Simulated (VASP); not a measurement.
# TiGe6Mo2 (Fmmm) in VASP: notebook

The runs below take TiGe6Mo2 through single point, with PBE.

Everything below comes from runs of VASP 6.6.1. Logs are shortened: lines on timing, memory, paths and dates and some standing lists are left out, and cuts for length are marked.

## 1. The cell of the first run

It takes space group Fmmm (No. 69, orthorhombic). Conventional cell: a = 4.757 Å, b = 8.334 Å, c = 14.209 Å, α = 90.00°, β = 90.00°, γ = 90.00°. Ti (site symmetry mmm) has 10 Ge at 2.73 to 2.82 Å and 4 Mo at 3.35 Å within 3.6 Å. Within 3.6 Å of Ge (site symmetry m2m) lie 9 Ge at 2.70 to 3.37 Å and 2 Mo at 2.72 Å and 3 Ti at 2.73 to 2.82 Å. Within 3.6 Å of Ge (site symmetry m) lie 9 Ge at 2.70 to 3.37 Å and 4 Mo at 2.72 to 2.82 Å and 1 Ti at 2.74 Å. Within 3.6 Å of Mo (site symmetry mm2) lie 10 Ge at 2.72 to 2.82 Å and 2 Ti at 3.35 Å and 2 Mo at 3.36 Å.

## 2. Single point, PBE

INCAR

```
SYSTEM = TiGe6Mo2
ALGO = Normal
EDIFF = 1E-6
ENCUT = 520
GGA = PE
ISIF = 2
ISMEAR = 0
LASPH = .TRUE.
LCHARG = .FALSE.
LREAL = .FALSE.
LWAVE = .FALSE.
NBANDS = 72
NELM = 80
PREC = Accurate
SIGMA = 0.1
```

KPOINTS

```
k-points
0
G
  4 4 4
  0 0 0
```

POSCAR

```
TiGe6Mo2
1.0
    0.0000000000      4.1669169642      7.1043303632
    2.3785702157      0.0000000000      7.1043303632
    2.3785702157      4.1669169642      0.0000000000
Ti Ge Mo
1 6 2
Direct
    0.0000000000      0.0000000000      0.0000000000
    0.6617809270      0.3382190730      0.6617809270
    0.9943385502      0.6704565031      0.3295434969
    0.3295434969      0.0056614498      0.9943385502
    0.3382190730      0.6617809270      0.3382190730
    0.6704565031      0.9943385502      0.0056614498
    0.0056614498      0.3295434969      0.6704565031
    0.3336064792      0.3336064792      0.6663935208
    0.6663935208      0.6663935208      0.3336064792
```

Potentials or basis: VASP PAW PBE potentials, release 64 (Ti_sv, Ge_d, Mo_sv).

Started as:

```sh
cat potpaw_PBE.64/Ti_sv/POTCAR potpaw_PBE.64/Ge_d/POTCAR potpaw_PBE.64/Mo_sv/POTCAR > POTCAR
mpirun -np 1 vasp_std > vasp.out
```

OUTCAR:

```text
SYSTEM = TiGe6Mo2
   EDIFF = 1E-6
   ENCUT = 520
   GGA = PE
   ISIF = 2
   ISMEAR = 0
   LASPH = .TRUE.
   LREAL = .FALSE.
   NELM = 80
   PREC = Accurate

 ion  position               nearest neighbor table
   1  0.000  0.000  0.000-   2 2.73   2 2.73   5 2.73   5 2.73   6 2.74   7 2.74   3 2.74   4 2.74
                             2 2.82   5 2.82
   2  0.662  0.338  0.662-   5 2.70   8 2.72   9 2.72   1 2.73   1 2.73   5 2.80   5 2.80   6 2.80
                             7 2.80   1 2.82
   3  0.994  0.670  0.330-   6 2.70   9 2.72   8 2.73   8 2.73   1 2.74   7 2.76   6 2.79   6 2.79
                             5 2.80   8 2.82
   4  0.330  0.006  0.994-   7 2.70   8 2.72   9 2.73   9 2.73   1 2.74   6 2.76   7 2.79   7 2.79
                             5 2.80   9 2.82
   5  0.338  0.662  0.338-   2 2.70   8 2.72   9 2.72   1 2.73   1 2.73   2 2.80   2 2.80   3 2.80
                             4 2.80   1 2.82
   6  0.670  0.994  0.006-   3 2.70   9 2.72   8 2.73   8 2.73   1 2.74   4 2.76   3 2.79   3 2.79
                             2 2.80   8 2.82
   7  0.006  0.330  0.670-   4 2.70   8 2.72   9 2.73   9 2.73   1 2.74   3 2.76   4 2.79   4 2.79
                             2 2.80   9 2.82
   8  0.334  0.334  0.666-   4 2.72   7 2.72   5 2.72   2 2.72   3 2.73   3 2.73   6 2.73   6 2.73
                             6 2.82   3 2.82   9 3.36   9 3.36
   9  0.666  0.666  0.334-   3 2.72   6 2.72   5 2.72   2 2.72   4 2.73   4 2.73   7 2.73   7 2.73
                             4 2.82   7 2.82   8 3.36   8 3.36

  LATTYP: Found a face centered orthorhombic cell.
 ALAT       =     4.7571404314
 B/A-ratio  =     1.7518578752
 C/A-ratio  =     2.9868070811

  Lattice vectors:

 A1 = (   0.0000000000,   4.1669169642,   7.1043303632)
 A2 = (   2.3785702157,   0.0000000000,   7.1043303632)
 A3 = (   2.3785702157,   4.1669169642,   0.0000000000)

Analysis of symmetry for initial positions (statically):
=====================================================================
 Subroutine PRICEL returns:
 Original cell was already a primitive cell.

 Routine SETGRP: Setting up the symmetry group for a
 face centered orthorhombic supercell.

 Subroutine GETGRP returns: Found  8 space group operations
 (whereof  8 operations were pure point group operations)
 out of a pool of  8 trial point group operations.

The static configuration has the point symmetry D_2h.

Analysis of symmetry for dynamics (positions and initial velocities):
=====================================================================
 Subroutine PRICEL returns:
 Original cell was already a primitive cell.

 Routine SETGRP: Setting up the symmetry group for a
 face centered orthorhombic supercell.

 Subroutine GETGRP returns: Found  8 space group operations
 (whereof  8 operations were pure point group operations)
 out of a pool of  8 trial point group operations.

The dynamic configuration has the point symmetry D_2h.

 Subroutine INISYM returns: Found  8 space group operations
 (whereof  8 operations are pure point group operations),
 and found     1 'primitive' translations

----------------------------------------------------------------------------------------

                                     Primitive cell

  volume of cell :     140.8264

  direct lattice vectors                    reciprocal lattice vectors
     0.000000000  4.166916964  7.104330363    -0.210210317  0.119992792  0.070379610
     2.378570216  0.000000000  7.104330363     0.210210317 -0.119992792  0.070379610
     2.378570216  4.166916964  0.000000000     0.210210317  0.119992792 -0.070379610

  length of vectors
     8.236182787  7.491936077  4.797998881     0.252071294  0.252071294  0.252071294

  position of ions in fractional coordinates (direct lattice)
     0.000000000  0.000000000  0.000000000
     0.661780927  0.338219073  0.661780927
     0.994338550  0.670456503  0.329543497
     0.329543497  0.005661450  0.994338550
     0.338219073  0.661780927  0.338219073
     0.670456503  0.994338550  0.005661450
     0.005661450  0.329543497  0.670456503
     0.333606479  0.333606479  0.666393521
     0.666393521  0.666393521  0.333606479

  ion indices of the primitive-cell ions
   primitive index   ion index
                 1           1
                 2           2
                 3           3
                 4           4
                 5           5
                 6           6
                 7           7
                 8           8
                 9           9

----------------------------------------------------------------------------------------

 KPOINTS: k-points

Automatic generation of k-mesh.
 Grid dimensions read from file:
 generate k-points for:    4    4    4

 Generating k-lattice:

  Cartesian coordinates                     Fractional coordinates (reciprocal lattice)
    -0.052552579  0.029998198  0.017594902     0.250000000  0.000000000  0.000000000
     0.052552579 -0.029998198  0.017594902     0.000000000  0.250000000  0.000000000
     0.052552579  0.029998198 -0.017594902    -0.000000000 -0.000000000  0.250000000

  Length of vectors
     0.063017823  0.063017823  0.063017823

  Shift w.r.t. Gamma in fractional coordinates (k-lattice)
     0.000000000  0.000000000  0.000000000

 Subroutine IBZKPT returns following result:
 ===========================================

 Found     18 irreducible k-points:

 Following reciprocal coordinates:
            Coordinates               Weight
  0.000000  0.000000  0.000000      1.000000
  0.250000  0.000000  0.000000      8.000000
  0.500000  0.000000  0.000000      4.000000
  0.250000  0.250000  0.000000      2.000000
  0.500000  0.250000  0.000000      8.000000
 -0.250000  0.250000  0.000000      4.000000
[... 10 lines left out ...]
 -0.250000  0.250000  0.500000      2.000000
  0.000000  0.500000  0.500000      1.000000
   k-points           NKPTS =     18   k-points in BZ     NKDIM =     18   number of bands    NBANDS=     72
   number of dos      NEDOS =    301   number of ions     NIONS =      9
   total plane-waves  NPLWV = 129024
   dimension x,y,z NGX =    64 NGY =   56 NGZ =   36
   dimension x,y,z NGXF=   128 NGYF=  112 NGZF=   72
   ions per type =               1   6   2
   NGX,Y,Z   is equivalent  to a cutoff of  12.92, 12.43, 12.47 a.u.
   NGXF,Y,Z  is equivalent  to a cutoff of  25.84, 24.85, 24.95 a.u.
 SYSTEM =  TiGe6Mo2
   PREC   = accura    normal or accurate (medium, high low for compatibility)
   ISTART =      0    job   : 0-new  1-cont  2-samecut
   ICHARG =      2    charge: 1-file 2-atom 10-const
   ISPIN  =      1    spin polarized calculation?
   LNONCOLLINEAR =      F non collinear calculations
   LSORBIT =      F    spin-orbit coupling
   LASPH  =      T    aspherical Exc in radial PAW
   ENCUT  =  520.0 eV  38.22 Ry    6.18 a.u.  15.31 13.93  8.92*2*pi/ulx,y,z
   NELM   =     80;   NELMIN=  2; NELMDL= -5     # of ELM steps
   EDIFF  = 0.1E-05   stopping-criterion for ELM
   LREAL  =      F    real-space projection
   EDIFFG = 0.1E-04   stopping-criterion for IOM
   NSW    =      0    number of steps for IOM
   IBRION =     -1    ionic relax: 0-MD 1-quasi-New 2-CG
   NFREE  =      0    steps in history (QN), initial steepest desc. (CG)
   ISIF   =      2    stress and relaxation
   ISYM   =      2    0-nonsym 1-usesym 2-fastsym
   POTIM  = 0.5000    time-step for ionic-motion
   TEBEG  =    0.0;   TEEND  =   0.0 temperature during run
   PSTRESS=    0.0 pullay stress
   NELECT =     124.0000    total number of electrons
   NUPDOWN=      -1.0000    fix difference up-down
   EMIN   =  10.00;   EMAX   =-10.00  energy-range for DOS
   EFERMI =   0.00;   METHOD = LEGACY
   ISMEAR =     0;   SIGMA  =   0.10  broadening in eV -4-tet -1-fermi 0-gaus
   EFERMI_NEDOS =   21; number of points for ismear=-14 and -15
   IALGO  =     38    algorithm
   IMIX   =      4    mixing-type and parameters
     AMIX     =   0.40;   BMIX     =  1.00
     AMIX_MAG =   1.60;   BMIX_MAG =  1.00
  volume/ion in A,a.u.               =      15.65       105.59
  Fermi-wavevector in a.u.,A,eV,Ry     =   1.569112  2.965193 33.499093  2.462114
  Thomas-Fermi vector in A             =   2.671043
   LORBIT       =      0    0 simple, 1 ext, 2 COOP (PROOUT), +10 PAW based schemes
   GGA     = PE    functional components
   LHFCALC =     F    Hartree Fock is set to
   AEXX    =    0.0000 exact exchange contribution
   IVDW    =     0    specifies the selected vdW correction
   LEPSILON=     F    determine dielectric tensor
   LRPA    =     F    only Hartree local field effects (RPA)
 non-spin polarized calculation
 Gauss-broadening in eV      SIGMA  =   0.10
  energy-cutoff  :      520.00
  volume of cell :      140.83
 maximum number of plane-waves:      3832
 NGX is ok and might be reduce to    64
   NGX = 31   NGY = 27   NGZ = 17

 number of electron     123.9999992 magnetization

 Free energy of the ion-electron system (eV)
  ---------------------------------------------------
  ext. energy  EPLUGINS =         0.00000000
  ---------------------------------------------------
  free energy    TOTEN  =       -58.56134732 eV

  energy without entropy =      -58.53056967  energy(sigma->0) =      -58.54595849

 E-fermi :   9.4985     XC(G=0): -12.4911

 val. band max:        9.4795868231   @ k =  -0.2500   0.0000   0.2500
 cond. band min:       9.5241918692   @ k =  -0.2500   0.2500   0.5000
 fundamental gap:      0.0446050461
 Fermi energy:         9.4984617974

 k-point     1 :       0.0000    0.0000    0.0000
  band No.  band energies     occupation
      1     -51.3784      2.00000
      2     -51.3694      2.00000
      3     -47.2042      2.00000
      4     -25.5359      2.00000
      5     -25.5102      2.00000
      6     -25.5089      2.00000
[... 64 lines left out ...]
     71      12.7588      0.00000
     72      12.9116      0.00000
[... 1273 lines left out ...]
     71      12.7393      0.00000
     72      13.8442      0.00000

------------------------ aborting loop because EDIFF is reached ----------------------------------------

  FORCE on cell =-STRESS in cart. coord.  units (eV):
  Direction    XX          YY          ZZ          XY          YZ          ZX
  --------------------------------------------------------------------------------------
  -------------------------------------------------------------------------------------
  Total        0.2289422      0.2377102      0.2569473      0.0000000      0.0000000      0.0000000
  in kB        2.6046685      2.7044215      2.9232819      0.0000000      0.0000000      0.0000000
  external PRESSURE =       2.7441240 kB  Pullay stress =       0.0000000 kB

 VOLUME and BASIS-vectors are now :
 -----------------------------------------------------------------------------
  energy-cutoff  :      520.00
  volume of cell :      140.83
      direct lattice vectors                 reciprocal lattice vectors
     0.000000000  4.166916964  7.104330363    -0.210210317  0.119992792  0.070379610
     2.378570216  0.000000000  7.104330363     0.210210317 -0.119992792  0.070379610
     2.378570216  4.166916964  0.000000000     0.210210317  0.119992792 -0.070379610

 POSITION                                       TOTAL-FORCE (eV/Angst)
 -----------------------------------------------------------------------------------
      0.00000      0.00000      0.00000         0.000000     -0.000000      0.000000
      2.37857      5.51517      7.10433         0.000000      0.022471      0.000000
      2.37857      5.51651     11.82725         0.000000      0.008946      0.018011
      2.37857      5.51651      2.38141         0.000000      0.008946     -0.018011
      2.37857      2.81866      7.10433         0.000000     -0.022471      0.000000
      2.37857      2.81733     11.82725         0.000000     -0.008946      0.018011
      2.37857      2.81733      2.38141         0.000000     -0.008946     -0.018011
      2.37857      4.16692      4.74010         0.000000     -0.000000     -0.025075
      2.37857      4.16692      9.46856         0.000000     -0.000000      0.025075
 -----------------------------------------------------------------------------------
    total drift:                               -0.000000     -0.000000      0.000000

  FREE ENERGIE OF THE ION-ELECTRON SYSTEM (eV)
  ---------------------------------------------------
  free  energy   TOTEN  =       -58.5613473188 eV

  energy  without entropy=      -58.5305696663  energy(sigma->0) =      -58.54595849
```

It took 11 min on 1 thread of AMD EPYC 7R13, shared host; peak memory 0.4 GiB.

What came out:

```yaml
Free_energy: -58.5613 eV
Pressure: 0.3 GPa
Largest_force: 0.025 eV/Å
Band_gap_on_the_k_mesh: zero (band 62 reaches 9.68 eV, above the bottom of band 63 at 8.84 eV)
```

Forces in eV/Å, atoms in the order of the input:
```
Ti   0.000  0.000  0.000
Ge   0.000  0.022  0.000
Ge   0.000  0.009  0.018
Ge   0.000  0.009 -0.018
Ge   0.000 -0.022  0.000
Ge   0.000 -0.009  0.018
Ge   0.000 -0.009 -0.018
Mo   0.000  0.000 -0.025
Mo   0.000  0.000  0.025
```

Caveat: the k points lie up to 0.40 Å⁻¹ apart.

## 3. Single point, PBE

This run uses another cell than the first one, of 18.44 Å³/atom, 1.178 times its volume.

INCAR

```
SYSTEM = TiGe6Mo2
  ALGO = Normal
  EDIFF = 1E-7
  ENCUT = 520
  GGA = PE
  ISIF = 2
  ISMEAR = 0
  LASPH = .True.
  LCHARG = .False.
  LREAL = .False.
  LWAVE = .False.
  NBANDS = 72
  NELM = 60
  PREC = Accurate
  SIGMA = 0.1
```

KPOINTS

```
k-points
0
Gamma
  4 4 4
  0 0 0
```

POSCAR

```
TiGe6Mo2
1.0
    0.0000000000      4.3807937100      7.5380756300
    2.5126918800      0.0000000000      7.5380756300
    2.5126918800      4.3807937100      0.0000000000
Ti Ge Mo
1 6 2
Direct
    0.0000000000      0.0000000000      0.0000000000
    0.6616742600      0.3383257400      0.6616742600
    0.9950075900      0.6716590700      0.3283409300
    0.3283409300      0.0049924100      0.9950075900
    0.3383257400      0.6616742600      0.3383257400
    0.6716590700      0.9950075900      0.0049924100
    0.0049924100      0.3283409300      0.6716590700
    0.3333333300      0.3333333300      0.6666666700
    0.6666666700      0.6666666700      0.3333333300
```

Potentials or basis: VASP PAW PBE potentials, release 64 (Ti_sv, Ge_d, Mo_sv).

Started as:

```sh
cat potpaw_PBE.64/Ti_sv/POTCAR potpaw_PBE.64/Ge_d/POTCAR potpaw_PBE.64/Mo_sv/POTCAR > POTCAR
mpirun -np 1 vasp_std > vasp.out
```

Wall time 15 min (1 thread of AMD EPYC 7R13, shared host); peak memory 0.49 GiB.

Results (log left out):

| Quantity | Value |
| --- | --- |
| Free energy | -57.1007 eV |
| Pressure | -16.1 GPa |
| Largest force | 0.373 eV/Å |
| Band gap on the k mesh | zero (band 62 reaches 7.66 eV, above the bottom of band 63 at 6.88 eV) |

Forces on the atoms (eV/Å):
```
Ti   0.000  0.000  0.000
Ge   0.000 -0.373  0.000
Ge   0.000 -0.250 -0.257
Ge   0.000 -0.250  0.257
Ge   0.000  0.373  0.000
Ge   0.000  0.250 -0.257
Ge   0.000  0.250  0.257
Mo   0.000  0.000 -0.006
Mo   0.000  0.000  0.006
```

Stress tensor (GPa, compression positive):
```
-15.78   0.00   0.00
  0.00 -15.96   0.00
  0.00   0.00 -16.54
```

Levels at points of the mesh, in eV from the Fermi level:
```csv
k point,band 59,band 60,band 61,band 62,band 63,band 64,band 65,band 66
"(0.00, 0.00, 0.00)",-1.35,-1.31,-0.90,-0.69,0.68,2.02,2.17,2.17
"(0.50, 0.00, 0.00)",-1.27,-1.07,-0.46,-0.34,0.32,0.91,1.24,1.24
"(0.50, 0.50, 0.00)",-1.02,-0.82,-0.82,-0.68,-0.63,0.72,1.20,1.61
"(0.50, 0.00, 0.50)",-1.08,-0.73,-0.12,-0.11,0.04,0.28,0.75,0.89
"(0.00, 0.50, 0.50)",-0.75,-0.34,-0.02,0.13,0.24,0.28,0.55,0.71
```

Caveat: the k points lie up to 0.38 Å⁻¹ apart.
